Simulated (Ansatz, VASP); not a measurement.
# Two plane-wave programs on InSb

```
In Sb
1.0
     0.00000    3.27951    3.27951
     3.27951    0.00000    3.27951
     3.27951    3.27951    0.00000
In Sb
1 1
Direct
  0.00000 0.00000 0.00000
  0.25000 0.25000 0.25000
```

Alike in both runs: task single point; functional HSE06; k mesh 4 × 4 × 4; occupations fermi-dirac, width 0.02 eV; no spin polarisation.

|  | VASP | Ansatz |
| --- | --- | --- |
| version | VASP 6.6.1 | Ansatz 0.2.0 |
| potentials or method | VASP PAW PBE potentials, release 64 (In_d, Sb) | plane waves, PAW |
| plane-wave cutoff (eV) | 520 | 420 |
| valence electrons in the cell | 18 | 28 |

|  | VASP | Ansatz | Ansatz less VASP |
| --- | --- | --- | --- |
| pressure (GPa) | -0.6 | -0.1 | +0.44 |

VASP's potentials hold 18 valence electrons a cell and Ansatz's 28, so a difference there can come from the potentials and not from the codes. Ansatz's warnings: stress exchange threshold loose, stress scf threshold loose.

Spin-orbit coupling is off throughout.
